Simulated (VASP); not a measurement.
# W (Im-3m) in VASP: further runs

The runs below take W through single point, with revPBE+D3(BJ), BLYP+D4, SVWN5.

Everything below comes from runs of VASP 6.6.1. Logs are shortened: lines on timing, memory, paths and dates and some standing lists are left out, and cuts for length are marked.

## 1. The cell of the first run

It takes space group Im-3m (No. 229, cubic). The conventional cell has a = 3.227 Å, b = 3.227 Å, c = 3.227 Å, α = 90.00°, β = 90.00°, γ = 90.00°. Within 3.7 Å of W (site symmetry m-3m) lie 14 W at 2.79 to 3.23 Å.

## 2. Single point, revPBE+D3(BJ)

INCAR

```
ALGO     = Normal         # electronic algorithm
EDIFF    = 1E-6           # SCF threshold, eV
ENCUT    = 520            # plane-wave cutoff, eV
GGA      = RE             # functional
ISIF     = 2              # what is computed and relaxed
ISMEAR   = -1             # smearing method
IVDW     = 12             # dispersion correction
LASPH    = True           # aspherical terms in the spheres
LCHARG   = False          # write CHGCAR
LREAL    = False          # projectors in reciprocal space
LWAVE    = False          # write WAVECAR
NBANDS   = 13             # bands
NELM     = 60             # most SCF steps
PREC     = Accurate       # precision mode
SIGMA    = 0.05           # smearing width, eV
```

KPOINTS

```
k-points
0
Gamma
  12 12 12
```

POSCAR

```
W
1.0
   -1.6133792515      1.6133792515      1.6133792515
    1.6133792515     -1.6133792515      1.6133792515
    1.6133792515      1.6133792515     -1.6133792515
W
1
Direct
    0.0000000000      0.0000000000      0.0000000000
```

Potentials or basis: VASP PAW PBE potentials, release 64 (W_sv).

The run is started by

```
$ cat potpaw_PBE.64/W_sv/POTCAR > POTCAR
$ mpirun -np 1 vasp_std > vasp.out
```

OUTCAR:

```text
EDIFF = 1E-6
   ENCUT = 520
   GGA = RE
   ISIF = 2
   ISMEAR = -1
   IVDW = 12
   LASPH = True
   LREAL = False
   NELM = 60
   PREC = Accurate
 IVDW          = 12

 ion  position               nearest neighbor table
   1  0.000  0.000  0.000-

  LATTYP: Found a body centered cubic cell.
 ALAT       =     3.2267585030

  Lattice vectors:

 A1 = (  -1.6133792515,   1.6133792515,   1.6133792515)
 A2 = (   1.6133792515,  -1.6133792515,   1.6133792515)
 A3 = (   1.6133792515,   1.6133792515,  -1.6133792515)

Analysis of symmetry for initial positions (statically):
=====================================================================
 Subroutine PRICEL returns:
 Original cell was already a primitive cell.

 Routine SETGRP: Setting up the symmetry group for a
 body centered cubic supercell.

 Subroutine GETGRP returns: Found 48 space group operations
 (whereof 48 operations were pure point group operations)
 out of a pool of 48 trial point group operations.

The static configuration has the point symmetry O_h .

Analysis of symmetry for dynamics (positions and initial velocities):
=====================================================================
 Subroutine PRICEL returns:
 Original cell was already a primitive cell.

 Routine SETGRP: Setting up the symmetry group for a
 body centered cubic supercell.

 Subroutine GETGRP returns: Found 48 space group operations
 (whereof 48 operations were pure point group operations)
 out of a pool of 48 trial point group operations.

The dynamic configuration has the point symmetry O_h .

 Subroutine INISYM returns: Found 48 space group operations
 (whereof 48 operations are pure point group operations),
 and found     1 'primitive' translations

----------------------------------------------------------------------------------------

                                     Primitive cell

  volume of cell :      16.7985

  direct lattice vectors                    reciprocal lattice vectors
    -1.613379252  1.613379252  1.613379252     0.000000000  0.309908535  0.309908535
     1.613379252 -1.613379252  1.613379252     0.309908535  0.000000000  0.309908535
     1.613379252  1.613379252 -1.613379252     0.309908535  0.309908535  0.000000000

  length of vectors
     2.794454835  2.794454835  2.794454835     0.438276853  0.438276853  0.438276853

  position of ions in fractional coordinates (direct lattice)
     0.000000000  0.000000000  0.000000000

  ion indices of the primitive-cell ions
[... 82 lines left out ...]
   POTIM  = 0.5000    time-step for ionic-motion
   TEBEG  =    0.0;   TEEND  =   0.0 temperature during run
   PSTRESS=    0.0 pullay stress
   NELECT =      14.0000    total number of electrons
   NUPDOWN=      -1.0000    fix difference up-down
   EMIN   =  10.00;   EMAX   =-10.00  energy-range for DOS
   EFERMI =   0.00;   METHOD = LEGACY
   ISMEAR =    -1;   SIGMA  =   0.05  broadening in eV -4-tet -1-fermi 0-gaus
   EFERMI_NEDOS =   21; number of points for ismear=-14 and -15
   IALGO  =     38    algorithm
   IMIX   =      4    mixing-type and parameters
     AMIX     =   0.40;   BMIX     =  1.00
     AMIX_MAG =   1.60;   BMIX_MAG =  1.00
  volume/ion in A,a.u.               =      16.80       113.36
  Fermi-wavevector in a.u.,A,eV,Ry     =   1.540616  2.911342 32.293392  2.373497
  Thomas-Fermi vector in A             =   2.646678
   LORBIT       =      0    0 simple, 1 ext, 2 COOP (PROOUT), +10 PAW based schemes
   GGA     = RE    functional components
   LHFCALC =     F    Hartree Fock is set to
   AEXX    =    0.0000 exact exchange contribution
   IVDW    =    12    specifies the selected vdW correction
   LEPSILON=     F    determine dielectric tensor
   LRPA    =     F    only Hartree local field effects (RPA)
 non-spin polarized calculation
  energy-cutoff  :      520.00
  volume of cell :       16.80
 maximum number of plane-waves:       468
 NGX is ok and might be reduce to    24
   NGX = 11   NGY = 11   NGZ = 11

 number of electron      13.9999999 magnetization

 Free energy of the ion-electron system (eV)
  ---------------------------------------------------
  ext. energy  EPLUGINS =         0.00000000
  ---------------------------------------------------
  free energy    TOTEN  =       -12.50459803 eV

  energy without entropy =      -12.50106129  energy(sigma->0) =      -12.50282966

 E-fermi :  10.5674     XC(G=0): -13.2776

 val. band max:       10.4800090767   @ k =   0.0833   0.0833   0.0000
 cond. band min:      10.5793530873   @ k =  -0.2500   0.3333   0.1667
 fundamental gap:      0.0993440106
 Fermi energy:        10.5673790572

 k-point     1 :       0.0000    0.0000    0.0000
  band No.  band energies     occupation
      1     -63.6152      2.00000
      2     -27.2511      2.00000
      3     -27.2511      2.00000
      4     -27.2511      2.00000
      5       1.3708      2.00000
      6       9.5456      2.00000
      7       9.5456      2.00000
      8       9.5456      2.00000
      9      12.8174      0.00000
     10      12.8174      0.00000
     11      25.0430      0.00000
     12      25.0430      0.00000
     13      25.0430      0.00000
[... 354 lines left out ...]
  band No.  band energies     occupation
      1     -63.5105      2.00000
      2     -28.2383      2.00000
      3     -27.6456      2.00000
      4     -27.3256      2.00000
      5       5.3915      2.00000
      6       7.3316      2.00000
      7      10.2822      1.99336
      8      12.9083      0.00000
      9      13.6239      0.00000
     10      17.5352      0.00000
     11      19.8421      0.00000
     12      22.6293      0.00000
     13      25.8284      0.00000

 [... further k-points ...]

------------------------ aborting loop because EDIFF is reached ----------------------------------------

 Edisp (eV)   -1.17738

 E8    (eV) :    -0.8820

  FORCE on cell =-STRESS in cart. coord.  units (eV):
  Direction    XX          YY          ZZ          XY          YZ          ZX
  --------------------------------------------------------------------------------------
  -------------------------------------------------------------------------------------
  Total      -2.07498    -2.07498    -2.07498    -0.00000    -0.00000     0.00000
  in kB    -197.90433  -197.90433  -197.90433    -0.00000    -0.00000     0.00000
  external pressure =     -197.90 kB  Pullay stress =        0.00 kB

 VOLUME and BASIS-vectors are now :
 -----------------------------------------------------------------------------
  energy-cutoff  :      520.00
  volume of cell :       16.80
      direct lattice vectors                 reciprocal lattice vectors
    -1.613379252  1.613379252  1.613379252     0.000000000  0.309908535  0.309908535
     1.613379252 -1.613379252  1.613379252     0.309908535  0.000000000  0.309908535
     1.613379252  1.613379252 -1.613379252     0.309908535  0.309908535  0.000000000

 POSITION                                       TOTAL-FORCE (eV/Angst)
 -----------------------------------------------------------------------------------
      0.00000      0.00000      0.00000         0.000000      0.000000      0.000000
 -----------------------------------------------------------------------------------
    total drift:                                0.000000      0.000000     -0.000000

  FREE ENERGIE OF THE ION-ELECTRON SYSTEM (eV)
  ---------------------------------------------------
  free  energy   TOTEN  =       -13.6819820185 eV

  energy  without entropy=      -13.6784452828  energy(sigma->0) =      -13.68021365
```

OSZICAR:

```text
N       E                     dE             d eps       ncg     rms          rms(c)
DAV:   1     0.892840917599E+02    0.89284E+02   -0.76001E+03  1882   0.122E+03
DAV:   2    -0.113368878347E+02   -0.10062E+03   -0.97019E+02  2142   0.324E+02
DAV:   3    -0.131377837109E+02   -0.18009E+01   -0.17952E+01  2062   0.416E+01
DAV:   4    -0.131457946289E+02   -0.80109E-02   -0.80108E-02  2082   0.306E+00
DAV:   5    -0.131458668035E+02   -0.72175E-04   -0.72176E-04  2022   0.274E-01    0.185E+01
DAV:   6    -0.126355909613E+02    0.51028E+00   -0.45915E-01  1937   0.897E+00    0.705E+00
DAV:   7    -0.125082792445E+02    0.12731E+00   -0.22930E-01  2067   0.602E+00    0.793E-01
DAV:   8    -0.125045716299E+02    0.37076E-02   -0.43356E-03  1897   0.811E-01    0.898E-02
DAV:   9    -0.125046049285E+02   -0.33299E-04   -0.79228E-05  2137   0.109E-01    0.515E-02
DAV:  10    -0.125045971974E+02    0.77311E-05   -0.12883E-05  1962   0.493E-02    0.121E-02
DAV:  11    -0.125045983137E+02   -0.11164E-05   -0.27998E-07  1286   0.604E-03    0.709E-04
DAV:  12    -0.125045980278E+02    0.28596E-06   -0.21773E-08   956   0.181E-03
   1 F= -.13681982E+02 E0= -.13680214E+02  d E =-.353674E-02
```

stdout:

```text
POSCAR found type information on POSCAR W
 POSCAR found :  1 types and       1 ions
 scaLAPACK will be used
 -----------------------------------------------------------------------------
|                                                                             |
|                                                                             |
|     You enforced a specific xc type in the INCAR file but a different       |
|     I HOPE YOU KNOW WHAT YOU ARE DOING!                                     |
|                                                                             |
 -----------------------------------------------------------------------------

 LDA part: xc-table for (Slater+PW92), standard interpolation
 POSCAR, INCAR and KPOINTS ok, starting setup
 FFT: planning ... GRIDC
 FFT: planning ... GRID_SOFT
 FFT: planning ... GRID
 WAVECAR not read
 entering main loop
```

It took 8.8 s on 1 thread of Intel Xeon 6975P-C, shared host; peak memory 0.16 GiB.

Results:

```yaml
Free_energy: -13.6820 eV
Pressure: -19.8 GPa
Band_gap_on_the_k_mesh: zero (band 7 reaches 15.43 eV, above the bottom of band 8 at 9.55 eV)
Dispersion_energy_per_atom: -1.177 eV
```

Levels at points of the mesh, in eV from the Fermi level:
| k point | band 4 | band 5 | band 6 | band 7 | band 8 | band 9 | band 10 | band 11 |
| --- | --- | --- | --- | --- | --- | --- | --- | --- |
| (0.00, 0.00, 0.00) | -37.82 | -9.20 | -1.02 | -1.02 | -1.02 | 2.25 | 2.25 | 14.48 |
| (0.50, 0.00, 0.00) | -37.82 | -5.79 | -3.18 | 0.59 | 2.11 | 3.02 | 5.75 | 10.29 |
| (0.50, 0.50, 0.50) | -38.57 | -5.26 | -5.26 | 4.86 | 4.86 | 4.86 | 7.90 | 7.90 |

Caveat: the PAW data sets were made with another functional, which shifts forces and pressure a little; spin-orbit coupling is left out, which moves the levels of the heavy elements; pairwise dispersion overbinds metals, which lowers pressure and volume.

## 3. Single point, BLYP+D4

This run uses another cell than the first one, of 16.48 Å³/atom, 0.981 times its volume.

INCAR

```
SYSTEM = W
PREC = Accurate ; ENCUT = 520
EDIFF = 1E-6 ; ISMEAR = -1
SIGMA = 0.05 ; LREAL = .FALSE.
LASPH = .TRUE. ; NELM = 80
ALGO = Normal ; ISIF = 2
LWAVE = .FALSE. ; LCHARG = .FALSE.
GGA = B5 ; ALDAX = 1.0
AGGAX = 1.0 ; AGGAC = 1.0
ALDAC = 0.0 ; IVDW = 13
VDW_S6 = 1.0 ; VDW_S8 = 2.34076671
VDW_A1 = 0.44488865 ; VDW_A2 = 4.0933009
NBANDS = 13
```

KPOINTS

```
regular mesh
0
G
  12 12 12
  0 0 0
```

POSCAR

```
W
1.0
   -1.6031677168      1.6031677168      1.6031677168
    1.6031677168     -1.6031677168      1.6031677168
    1.6031677168      1.6031677168     -1.6031677168
W
1
Direct
    0.0000000000      0.0000000000      0.0000000000
```

Potentials or basis: VASP PAW PBE potentials, release 64 (W_sv).

The run is started by

```
$ cat potpaw_PBE.64/W_sv/POTCAR > POTCAR
$ mpirun -np 1 vasp_std > vasp.out
```

It took 13 s on 1 thread of Intel Xeon 6975P-C, shared host; peak memory 0.15 GiB.

The run converged. Its results:

| Property | Result |
| --- | --- |
| Free energy | -12.5856 eV |
| Pressure | -7.7 GPa |
| Band gap on the k mesh | zero (band 7 reaches 16.24 eV, above the bottom of band 8 at 10.20 eV) |
| Dispersion energy per atom | -1.306 eV |

Levels at points of the mesh, in eV from the Fermi level:
```tsv
k point	band 5	band 6	band 7	band 8	band 9	band 10
(0.00, 0.00, 0.00)	-9.17	-1.20	-1.20	-1.20	2.17	2.17
(0.50, 0.00, 0.00)	-5.91	-3.38	0.90	2.01	2.93	5.75
(0.50, 0.50, 0.50)	-5.43	-5.43	4.84	4.84	4.84	8.20
```

Caveat: the PAW data sets were made with another functional, which shifts forces and pressure a little; spin-orbit coupling is left out, which moves the levels of the heavy elements; pairwise dispersion overbinds metals, which lowers pressure and volume.

## 4. Single point, BLYP+D4

INCAR

```
SYSTEM = W
PREC = Accurate
ENCUT = 520
EDIFF = 1E-7
ISMEAR = -1
SIGMA = 0.05
LREAL = .FALSE.
LASPH = .TRUE.
NELM = 80
ALGO = Normal
ISIF = 2
LWAVE = .FALSE.
LCHARG = .FALSE.
GGA = B5
ALDAX = 1.0
AGGAX = 1.0
AGGAC = 1.0
ALDAC = 0.0
IVDW = 13
VDW_S6 = 1.0
VDW_S8 = 2.34076671
VDW_A1 = 0.44488865
VDW_A2 = 4.0933009
NBANDS = 13
```

KPOINTS is that of step 3.

POSCAR

```
W
1.0
   -1.6133792515      1.6133792515      1.6133792515
    1.6133792515     -1.6133792515      1.6133792515
    1.6133792515      1.6133792515     -1.6133792515
W
1
Direct
    0.0000000000      0.0000000000      0.0000000000
```

The run is started by

```
$ cat potpaw_PBE.64/W_sv/POTCAR > POTCAR
$ mpirun -np 1 vasp_std > vasp.out
```

Wall time 19 s (1 thread of Intel Xeon 6975P-C, shared host); peak memory 0.15 GiB.

Results (log left out):

- Free energy: -12.5655 eV
- Pressure: -12.6 GPa
- Band gap on the k mesh: zero (band 7 reaches 15.84 eV, above the bottom of band 8 at 9.96 eV)
- Dispersion energy per atom: -1.281 eV

Levels at points of the mesh, in eV from the Fermi level:
| k point | band 4 | band 5 | band 6 | band 7 | band 8 | band 9 | band 10 | band 11 |
| --- | --- | --- | --- | --- | --- | --- | --- | --- |
| (0.00, 0.00, 0.00) | -37.66 | -9.05 | -1.15 | -1.15 | -1.15 | 2.14 | 2.14 | 14.63 |
| (0.50, 0.00, 0.00) | -37.67 | -5.78 | -3.28 | 0.86 | 1.98 | 2.86 | 5.61 | 10.22 |
| (0.50, 0.50, 0.50) | -38.43 | -5.27 | -5.27 | 4.72 | 4.72 | 4.72 | 8.07 | 8.07 |

Caveat: the PAW data sets were made with another functional, which shifts forces and pressure a little; spin-orbit coupling is left out, which moves the levels of the heavy elements; pairwise dispersion overbinds metals, which lowers pressure and volume.

## 5. Single point, SVWN5

This run uses another cell than the first one, of 16.48 Å³/atom, 0.981 times its volume.

INCAR

```
PREC = Accurate
ENCUT = 520
EDIFF = 1E-6
ISMEAR = -1
SIGMA = 0.05
LREAL = F
LASPH = T
NELM = 80
ALGO = Normal
ISIF = 2
LWAVE = F
LCHARG = F
GGA = VW
NBANDS = 13
```

KPOINTS

```
Automatic mesh
0
Gamma
  12 12 12
```

POSCAR

```
W
1.0
   -1.6031677168      1.6031677168      1.6031677168
    1.6031677168     -1.6031677168      1.6031677168
    1.6031677168      1.6031677168     -1.6031677168
W
1
Direct
    0.0000000000      0.0000000000      0.0000000000
```

The run is started by

```
$ cat potpaw_PBE.64/W_sv/POTCAR > POTCAR
$ mpirun -np 1 vasp_std > vasp.out
```

Wall time 8.5 s (1 thread of Intel Xeon 6975P-C, shared host); peak memory 0.14 GiB.

Results (log left out):

| Property | Result |
| --- | --- |
| Free energy | -14.0845 eV |
| Pressure | -19.2 GPa |
| Band gap on the k mesh | zero (band 7 reaches 15.40 eV, above the bottom of band 8 at 9.34 eV) |

Levels at points of the mesh, in eV from the Fermi level:
| k point | band 3 | band 4 | band 5 | band 6 | band 7 | band 8 | band 9 | band 10 | band 11 | band 12 |
| --- | --- | --- | --- | --- | --- | --- | --- | --- | --- | --- |
| (0.00, 0.00, 0.00) | -37.73 | -37.73 | -9.29 | -1.10 | -1.10 | -1.10 | 2.19 | 2.19 | 14.66 | 14.66 |
| (0.50, 0.00, 0.00) | -38.10 | -37.73 | -5.93 | -3.30 | 0.76 | 2.06 | 2.98 | 5.88 | 10.49 | 11.60 |
| (0.50, 0.50, 0.50) | -38.53 | -38.53 | -5.44 | -5.44 | 4.96 | 4.96 | 4.96 | 8.12 | 8.12 | 8.12 |

Caveat: the PAW data sets were made with another functional, which shifts forces and pressure a little; spin-orbit coupling is left out, which moves the levels of the heavy elements.

## 6. The runs side by side

| level | cell | gap on the mesh (eV) | pressure (GPa) |
| --- | --- | --- | --- |
| revPBE+D3(BJ) | a = 2.794 Å, angles 109.5°, 1 atom | none | -19.8 |
| BLYP+D4 | a = 2.777 Å, angles 109.5°, 1 atom | none | -7.7 |
| BLYP+D4 | a = 2.794 Å, angles 109.5°, 1 atom | none | -12.6 |
| SVWN5 | a = 2.777 Å, angles 109.5°, 1 atom | none | -19.2 |

Alike in all rows: task single point; potentials or basis VASP PAW PBE potentials, release 64 (W_sv); no spin polarisation; k mesh 12 × 12 × 12; cutoff (eV) 520; smearing fermi-dirac 0.05 eV.

Caveats: the PAW data sets were made with another functional, which shifts forces and pressure a little; spin-orbit coupling is left out, which moves the levels of the heavy elements; pairwise dispersion overbinds metals, which lowers pressure and volume (some runs).

Absolute energies hang on the potentials; compare differences alone.
